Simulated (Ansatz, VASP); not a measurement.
Pt5Au in VASP and in Ansatz

```
Pt Au
1.0
     2.80855    0.00000    0.00000
     0.00000    3.97189    0.00000
     0.00000    0.00000   23.02140
Pt Au
5 1
Direct
  0.25000 0.25000 0.35252
  0.75000 0.75000 0.40467
  0.75000 0.75000 0.52936
  0.25000 0.25000 0.59533
  0.75000 0.75000 0.64748
  0.25000 0.25000 0.47064
```

Alike in both runs: task single point; functional PBE; k mesh 14 × 10 × 1; occupations fermi-dirac, width 0.1 eV; no spin polarisation.

```csv
,VASP,Ansatz
version,VASP 6.6.1,Ansatz 0.2.0
potentials or method,"VASP PAW PBE potentials, release 64 (Pt, Au)","PAW with Ansatz's default frozen-core files, scalar-relativistic"
plane-wave cutoff (eV),520,420
valence electrons in the cell,61,109
```

```csv
,VASP,Ansatz,Ansatz less VASP
rms of the force components (eV/Å),0.224,0.224,+0.0003
```

VASP's potentials hold 61 valence electrons a cell and Ansatz's 109, so a difference there can come from the potentials and not from the codes.

Neither program's run includes spin-orbit coupling.
